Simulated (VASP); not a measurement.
# Al16BN15 (a cell with a defect) in VASP: single point with PBE0

Aim: the single point of Al16BN15 (a cell with a defect) with PBE0.

Program: VASP 6.6.1. These are calculated values, not measurements. Logs are shortened: lines on timing, memory, paths and dates and some standing lists are left out, and cuts for length are marked.

### Step 1. The cell of the first run

The cell holds a defect, 32 atoms: a = 6.260 Å, b = 6.260 Å, c = 10.035 Å, α = 90.00°, β = 90.00°, γ = 120.00°.

### Step 2. Single point, PBE0, collinear spin

POSCAR

```
Al16BN15
1.0
    6.2595139128      0.0000000578      0.0000000000
   -3.1297570064      5.4208980350      0.0000000000
    0.0000000000      0.0000000000     10.0348065929
Al N B
16 15 1
Direct
    0.3333333333      0.1666666667      0.2496176900
    0.1666666667      0.3333333333      0.4996176900
    0.3333333333      0.1666666667      0.7496176900
    0.1666666667      0.3333333333      0.9996176900
    0.3333333333      0.6666666667      0.2496176900
    0.1666666667      0.8333333333      0.4996176900
    0.3333333333      0.6666666667      0.7496176900
    0.1666666667      0.8333333333      0.9996176900
    0.8333333333      0.1666666667      0.2496176900
    0.6666666667      0.3333333333      0.4996176900
    0.8333333333      0.1666666667      0.7496176900
    0.6666666667      0.3333333333      0.9996176900
    0.8333333333      0.6666666667      0.2496176900
    0.6666666667      0.8333333333      0.4996176900
    0.8333333333      0.6666666667      0.7496176900
    0.6666666667      0.8333333333      0.9996176900
    0.3333333333      0.1666666667      0.4403823100
    0.1666666667      0.3333333333      0.1903823100
    0.3333333333      0.1666666667      0.9403823100
    0.1666666667      0.3333333333      0.6903823100
    0.3333333333      0.6666666667      0.4403823100
    0.1666666667      0.8333333333      0.1903823100
    0.3333333333      0.6666666667      0.9403823100
    0.1666666667      0.8333333333      0.6903823100
    0.8333333333      0.1666666667      0.4403823100
    0.6666666667      0.3333333333      0.1903823100
    0.8333333333      0.1666666667      0.9403823100
    0.6666666667      0.3333333333      0.6903823100
    0.6666666667      0.8333333333      0.1903823100
    0.8333333333      0.6666666667      0.9403823100
    0.6666666667      0.8333333333      0.6903823100
    0.8333333333      0.6666666667      0.4403823100
```

INCAR.step1

```
SYSTEM = Al16BN15
ALGO = Normal ; EDIFF = 1E-5
ENCUT = 520 ; GGA = PE
ISIF = 2 ; ISMEAR = -1
ISPIN = 2 ; LASPH = .TRUE.
LCHARG = .FALSE. ; LORBIT = 11
LREAL = Auto ; LWAVE = .TRUE.
MAGMOM = 0 0 0 0 0 0.02 0 0 0 0.02 0 0 0.01 0.03 0 0 0 0 0 0 0.06 0 0 0.02 0.06 0 0 0.02 0.03 0 0 0.29 ; NBANDS = 89
NELECT = 127.0 ; NELM = 150
NUPDOWN = 1.0 ; PREC = Accurate
SIGMA = 0.01
```

INCAR.step2

```
SYSTEM = Al16BN15
AEXX = 0.25 ; ALGO = Normal
EDIFF = 1E-6 ; ENCUT = 520
GGA = PE ; ISIF = 2
ISMEAR = -1 ; ISPIN = 2
ISTART = 1 ; LASPH = .TRUE.
LCHARG = .FALSE. ; LHFCALC = .TRUE.
LORBIT = 11 ; LREAL = Auto
LWAVE = .FALSE. ; MAGMOM = 0 0 0 0 0 0.02 0 0 0 0.02 0 0 0.01 0.03 0 0 0 0 0 0 0.06 0 0 0.02 0.06 0 0 0.02 0.03 0 0 0.29
NBANDS = 89 ; NELECT = 127.0
NELM = 150 ; NUPDOWN = 1.0
PREC = Accurate ; PRECFOCK = Fast
SIGMA = 0.01
```

KPOINTS

```
Automatic mesh
0
Gamma
  1 1 1
  0.25 0.25 0.25
```

Potentials or basis: VASP PAW PBE potentials, release 64 (Al, N, B).

The run is started by

```
> cat potpaw_PBE.64/Al/POTCAR potpaw_PBE.64/N/POTCAR potpaw_PBE.64/B/POTCAR > POTCAR
> cp INCAR.step1 INCAR
> mpirun -np 1 vasp_std > vasp.out
> cp INCAR.step2 INCAR
> mpirun -np 1 vasp_std > vasp.out
```

OUTCAR:

```text
SYSTEM = Al16BN15
   AEXX = 0.25
   EDIFF = 1E-6
   ENCUT = 520
   GGA = PE
   ISIF = 2
   ISMEAR = -1
   ISPIN = 2
   ISTART = 1
   LASPH = .TRUE.
   LHFCALC = .TRUE.
   LORBIT = 11
   LREAL = Auto
   NELECT = 127.0
   NELM = 150
   NUPDOWN = 1.0
   PREC = Accurate
   PRECFOCK = Fast

 ion  position               nearest neighbor table
   1  0.333  0.167  0.250-  18 1.90  26 1.90  22 1.90  17 1.91   2 3.09   4 3.09  10 3.09  12 3.09
                             6 3.09   8 3.09   9 3.13   9 3.13   5 3.13   5 3.13  13 3.13  13 3.13
   2  0.167  0.333  0.500-  17 1.90  25 1.90  21 1.90  20 1.91   1 3.09   3 3.09   9 3.09  11 3.09
                             5 3.09   7 3.09  10 3.13  10 3.13   6 3.13   6 3.13  14 3.13  14 3.13
   3  0.333  0.167  0.750-  20 1.90  28 1.90  24 1.90  19 1.91   2 3.09   4 3.09  10 3.09  12 3.09
                             6 3.09   8 3.09  11 3.13  11 3.13   7 3.13   7 3.13  15 3.13  15 3.13
   4  0.167  0.333  1.000-  19 1.90  27 1.90  23 1.90  18 1.91   1 3.09   3 3.09   9 3.09  11 3.09
                             5 3.09   7 3.09  12 3.13  12 3.13   8 3.13   8 3.13  16 3.13  16 3.13
   5  0.333  0.667  0.250-  22 1.90  29 1.90  18 1.90  21 1.91   6 3.09   8 3.09  14 3.09  16 3.09
                             2 3.09   4 3.09  13 3.13  13 3.13   1 3.13   1 3.13   9 3.13   9 3.13
   6  0.167  0.833  0.500-  21 1.90  32 1.90  17 1.90  24 1.91   5 3.09   7 3.09  13 3.09  15 3.09
                             1 3.09   3 3.09  14 3.13  14 3.13   2 3.13   2 3.13  10 3.13  10 3.13
   7  0.333  0.667  0.750-  24 1.90  31 1.90  20 1.90  23 1.91   6 3.09   8 3.09  14 3.09  16 3.09
                             2 3.09   4 3.09  15 3.13  15 3.13   3 3.13   3 3.13  11 3.13  11 3.13
   8  0.167  0.833  1.000-  23 1.90  30 1.90  19 1.90  22 1.91   5 3.09   7 3.09  13 3.09  15 3.09
                             1 3.09   3 3.09  16 3.13  16 3.13   4 3.13   4 3.13  12 3.13  12 3.13
   9  0.833  0.167  0.250-  26 1.90  18 1.90  29 1.90  25 1.91  10 3.09  12 3.09   2 3.09   4 3.09
[... 17 lines left out ...]
  19  0.333  0.167  0.940-   4 1.90  12 1.90   8 1.90   3 1.91
  20  0.167  0.333  0.690-   3 1.90  11 1.90   7 1.90   2 1.91
  21  0.333  0.667  0.440-   6 1.90  14 1.90   2 1.90   5 1.91
  22  0.167  0.833  0.190-   5 1.90  13 1.90   1 1.90   8 1.91
[... 8 lines left out ...]
  31  0.667  0.833  0.690-  15 1.90   7 1.90  11 1.90  14 1.91
  32  0.833  0.667  0.440-  14 1.90   6 1.90  10 1.90  13 1.91

  LATTYP: Found a hexagonal cell.
 ALAT       =     6.2595139128
 C/A-ratio  =     1.6031287306

  Lattice vectors:

 A1 = (   6.2595139128,   0.0000000578,   0.0000000000)
 A2 = (  -3.1297570064,   5.4208980350,   0.0000000000)
 A3 = (   0.0000000000,   0.0000000000,  10.0348065929)

Analysis of symmetry for initial positions (statically):
=====================================================================
 Subroutine PRICEL returns:
 Original cell was already a primitive cell.

 Routine SETGRP: Setting up the symmetry group for a
 hexagonal supercell.

 Subroutine GETGRP returns: Found  6 space group operations
 (whereof  2 operations were pure point group operations)
 out of a pool of 24 trial point group operations.

The static configuration has the point symmetry C_1h.
 The point group associated with its full space group is C_3v.

Analysis of symmetry for dynamics (positions and initial velocities):
=====================================================================
 Subroutine PRICEL returns:
 Original cell was already a primitive cell.

 Routine SETGRP: Setting up the symmetry group for a
 hexagonal supercell.

 Subroutine GETGRP returns: Found  6 space group operations
 (whereof  2 operations were pure point group operations)
 out of a pool of 24 trial point group operations.

The dynamic configuration has the point symmetry C_1h.
 The point group associated with its full space group is C_3v.

Analysis of structural, dynamic, and magnetic symmetry:
=====================================================================
 Subroutine PRICEL returns:
 Original cell was already a primitive cell.

 Routine SETGRP: Setting up the symmetry group for a
 hexagonal supercell.

 Subroutine GETGRP returns: Found  2 space group operations
 (whereof  1 operations were pure point group operations)
 out of a pool of 24 trial point group operations.

The overall configuration has the point symmetry C_1 .
[... 127 lines left out ...]
   NGXF,Y,Z  is equivalent  to a cutoff of  25.50, 25.50, 26.51 a.u.
 SYSTEM =  Al16BN15
   PREC   = accura    normal or accurate (medium, high low for compatibility)
   ISTART =      1    job   : 0-new  1-cont  2-samecut
   ICHARG =      0    charge: 1-file 2-atom 10-const
   ISPIN  =      2    spin polarized calculation?
   LNONCOLLINEAR =      F non collinear calculations
   LSORBIT =      F    spin-orbit coupling
   LASPH  =      T    aspherical Exc in radial PAW
   ENCUT  =  520.0 eV  38.22 Ry    6.18 a.u.  11.64 11.64 18.66*2*pi/ulx,y,z
   NELM   =    150;   NELMIN=  2; NELMDL=  0     # of ELM steps
   EDIFF  = 0.1E-05   stopping-criterion for ELM
   LREAL  =      T    real-space projection
   EDIFFG = 0.1E-04   stopping-criterion for IOM
   NSW    =      0    number of steps for IOM
   IBRION =     -1    ionic relax: 0-MD 1-quasi-New 2-CG
   NFREE  =      0    steps in history (QN), initial steepest desc. (CG)
   ISIF   =      2    stress and relaxation
   ISYM   =      3    0-nonsym 1-usesym 2-fastsym
   POTIM  = 0.5000    time-step for ionic-motion
   TEBEG  =    0.0;   TEEND  =   0.0 temperature during run
   PSTRESS=    0.0 pullay stress
   NELECT =     127.0000    total number of electrons
   NUPDOWN=       1.0000    fix difference up-down
   EMIN   =  10.00;   EMAX   =-10.00  energy-range for DOS
   EFERMI =   0.00;   METHOD = LEGACY
   ISMEAR =    -1;   SIGMA  =   0.01  broadening in eV -4-tet -1-fermi 0-gaus
   EFERMI_NEDOS =   21; number of points for ismear=-14 and -15
   IALGO  =     38    algorithm
   IMIX   =      1    mixing-type and parameters
     AMIX     =   0.40;   BMIX     =  1.00
     AMIX_MAG =   1.60;   BMIX_MAG =  1.00
  volume/ion in A,a.u.               =      10.64        71.81
  Fermi-wavevector in a.u.,A,eV,Ry     =   1.178426  2.226903 18.894257  1.388689
  Thomas-Fermi vector in A             =   2.314755
   LORBIT       =     11    0 simple, 1 ext, 2 COOP (PROOUT), +10 PAW based schemes
   GGA     = PE    functional components
   LHFCALC =     T    Hartree Fock is set to
   PRECFOCK=fast      Normal, Fast or Accurate (Low or Medium for compatibility)
   ENCUT4O =  -1.0   cutoff for four orbital integrals eV
   NKREDX  =     1    reduce k-point grid by
   NKREDY  =     1    reduce k-point grid by
   NKREDZ  =     1    reduce k-point grid by
   AEXX    =    0.2500 exact exchange contribution
   HFSCREEN=    0.0000 screening length (either q_TF or 0.3 A-1)
   HFSCREENC=   0.0000 screening length for correlation (either q_TF or 0.3 A-1)
   ENCUTFOCK=  -1.0 apply spherical cutoff to Coloumb kernel
   IVDW    =     0    specifies the selected vdW correction
   LEPSILON=     F    determine dielectric tensor
   LRPA    =     F    only Hartree local field effects (RPA)
 spin polarized calculation
  energy-cutoff  :      520.00
  volume of cell :      340.50
 maximum number of plane-waves:      9148
 NGX is ok and might be reduce to    48
  NGX = 28; NGY = 28; NGZ = 42

 number of electron     126.9999983 magnetization       1.0000000

 Free energy of the ion-electron system (eV)
  ---------------------------------------------------
  ext. energy  EPLUGINS =         0.00000000
  ---------------------------------------------------
  free energy    TOTEN  =      -278.50236674 eV

  energy without entropy =     -278.50236674  energy(sigma->0) =     -278.50236674

 E-fermi :   7.1159     XC(G=0):  -8.5809

 val. band max:        6.8653922303   @ k =   0.2500   0.5000   0.2500
 cond. band min:       8.8356049687   @ k =   0.2500   0.5000   0.2500
 fundamental gap:      1.9702127384
 Fermi energy:         6.9124947035

 spin component 1

 k-point     1 :       0.2500    0.2500    0.2500
  band No.  band energies     occupation
      1     -11.6448      1.00000
      2     -11.0039      1.00000
      3     -10.9876      1.00000
      4     -10.9252      1.00000
      5     -10.3954      1.00000
      6     -10.3562      1.00000
[... 223 lines left out ...]
     74      13.7206      0.00000
     75      14.0152      0.00000
 Fermi energy:         7.1158753488

 spin component 2

 k-point     1 :       0.2500    0.2500    0.2500
  band No.  band energies     occupation
      1     -11.6265      1.00000
      2     -10.9908      1.00000
      3     -10.9646      1.00000
      4     -10.8912      1.00000
      5     -10.3647      1.00000
      6     -10.3198      1.00000
[... 223 lines left out ...]
     74      13.8034      0.00000
     75      14.0656      0.00000
 [bands above 75 left out]

------------------------ aborting loop because EDIFF is reached ----------------------------------------

  FORCE on cell =-STRESS in cart. coord.  units (eV):
  Direction    XX          YY          ZZ          XY          YZ          ZX
  --------------------------------------------------------------------------------------
  -------------------------------------------------------------------------------------
  Total        8.7041638      8.2145682     10.9828147     -0.4240022      0.0025926     -0.0044914
  in kB       40.9559290     38.6522222     51.6777245     -1.9950685      0.0121992     -0.0211336
  external PRESSURE =      43.7619586 kB  Pullay stress =       0.0000000 kB

 VOLUME and BASIS-vectors are now :
 -----------------------------------------------------------------------------
  energy-cutoff  :      520.00
  volume of cell :      340.50
      direct lattice vectors                 reciprocal lattice vectors
     6.259513913  0.000000058  0.000000000     0.159756813  0.092235641  0.000000000
    -3.129757006  5.420898035  0.000000000    -0.000000002  0.184471279  0.000000000
     0.000000000  0.000000000 10.034806593     0.000000000  0.000000000  0.099653141

 POSITION                                       TOTAL-FORCE (eV/Angst)
 -----------------------------------------------------------------------------------
      1.56488      0.90348      2.50487         0.031522     -0.018199      1.139818
     -0.00000      1.80697      5.01357         0.000164     -0.000095     -0.581126
      1.56488      0.90348      7.52227         0.092875     -0.053621     -0.346637
     -0.00000      1.80697     10.03097        -0.000015      0.000009      0.358851
     -0.00000      3.61393      2.50487        -0.000444      0.036181      1.139950
     -1.56488      4.51742      5.01357         1.254619      0.724991     -0.430202
[... 24 lines left out ...]
      1.56488      4.51742      6.92785        -0.280030      0.161675      1.002264
      3.12976      3.61393      4.41915        -0.000694      0.000400      1.059784
 -----------------------------------------------------------------------------------
    total drift:                                0.000018     -0.000011      0.056517

  FREE ENERGIE OF THE ION-ELECTRON SYSTEM (eV)
  ---------------------------------------------------
  free  energy   TOTEN  =      -278.5023667428 eV

  energy  without entropy=     -278.5023667428  energy(sigma->0) =     -278.50236674

 total charge

# of ion       s       p       d       tot
------------------------------------------
    1        0.429   0.445   0.000   0.874
    2        0.431   0.444   0.000   0.875
    3        0.432   0.449   0.000   0.881
    4        0.432   0.449   0.000   0.881
    5        0.429   0.445   0.000   0.874
    6        0.476   0.489   0.000   0.965
[... 24 lines left out ...]
   31        1.233   2.623   0.000   3.856
   32        0.800   1.452   0.000   2.252
--------------------------------------------------
tot         26.341  48.127   0.000  74.468

 magnetization (x)

# of ion       s       p       d       tot
------------------------------------------
    1       -0.000  -0.000   0.000  -0.001
    2        0.000   0.000   0.000   0.000
    3        0.000   0.001   0.000   0.001
    4       -0.000  -0.000   0.000  -0.000
    5       -0.000  -0.000   0.000  -0.001
    6        0.000   0.004   0.000   0.004
[... 24 lines left out ...]
   31        0.003   0.026   0.000   0.029
   32        0.009   0.292   0.000   0.300
--------------------------------------------------
tot          0.062   0.527   0.000   0.589
```

Wall time 85 min (1 thread of Intel Xeon 6975P-C (Granite Rapids), shared host); peak memory 0.75 GiB.

What came out:

```yaml
Free_energy: -278.5024 eV
Largest_force: 1.512 eV/Å
Net_moment: 1.00 μB per cell
Site_moments: Al -0.00, +0.00, +0.10 (each value once); N -0.00, +0.00, +0.03 (each value once); B +0.30 μB
Valence_electrons_inside_the_program's_atomic_spheres: Al 0.87, 0.88, 0.96, 0.91 (each value once); N 3.86; B 2.25
```

Forces on the atoms (eV/Å):
```
Al   0.032 -0.018  1.140
Al   0.000  0.000 -0.581
Al   0.093 -0.054 -0.347
Al   0.000  0.000  0.359
Al   0.000  0.036  1.140
Al   1.255  0.725 -0.430
Al   0.000  0.107 -0.347
Al   0.027  0.015  0.387
Al  -0.032 -0.018  1.140
Al  -0.001 -1.449 -0.430
Al  -0.093 -0.054 -0.347
Al   0.000 -0.031  0.387
Al   0.002 -0.001 -0.776
Al  -1.254  0.724 -0.428
Al   0.000  0.000 -0.760
Al  -0.027  0.015  0.387
N    0.112 -0.064 -0.057
N    0.000  0.000 -0.719
N   -0.062  0.036 -0.129
N    0.000  0.000  0.462
N    0.000  0.129 -0.057
N    0.252  0.145 -1.205
N    0.000 -0.072 -0.129
N    0.279  0.161  1.001
N   -0.112 -0.064 -0.057
N    0.000 -0.291 -1.205
N    0.062  0.036 -0.129
N    0.000 -0.323  1.001
N   -0.251  0.145 -1.204
N    0.000  0.000 -0.127
N   -0.280  0.162  1.002
B   -0.001  0.000  1.060
```

Caveat: the k points lie up to 0.58 Å⁻¹ apart; the cell carries a net charge on a neutralising background, which shifts energy and pressure; the cell is charged against a uniform background, so pressure and absolute levels hang on convention; the PAW data sets were made with another functional, which shifts forces and pressure a little; the total moment is fixed, so each spin has its own Fermi level and the state may be an excited one.
